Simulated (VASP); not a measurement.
Input of a VASP 6.6.1 run:

Contents of INCAR:

```
SYSTEM = Si
PREC = Accurate
ENCUT = 520
EDIFF = 1E-6
ISMEAR = 0
SIGMA = 0.05
LREAL = .False.
LASPH = .True.
NELM = 100
ALGO = Normal
ISIF = 2
LWAVE = .False.
LCHARG = .True.
GGA = PE
LELF = .True.
LVHAR = .True.
NBANDS = 11
```

The input KPOINTS:

```
Automatic mesh
0
Gamma
  10 10 10
  0 0 0
```

File POSCAR:

```
Si
1.0
    0.0000000000      2.6260341269      3.0375336746
    2.6260341269      0.0000000000      3.0375336746
    2.6260341269      2.6260341269      0.0000000000
Si
2
Direct
    0.5000000000      0.5000000000      0.5000000000
    0.7500000000      0.7500000000      0.7500000000
```

Potentials or basis: VASP PAW PBE potentials, release 64 (Si).

The run is started by

```bash
$ cat potpaw_PBE.64/Si/POTCAR > POTCAR
$ mpirun -np 1 vasp_std > vasp.out
```

Q: What does it give for the band gap on the k mesh?

A: Zero (bands 4 and 5 overlap by 0.14 eV).

Q: Predict the pressure.

A: -2.5 GPa.

Stress tensor (GPa, compression positive):
```
  3.08   0.00   0.00
  0.00   3.08   0.00
  0.00   0.00 -13.70
```

Caveat: semilocal functionals underestimate gaps, so a narrow gap can read as zero.
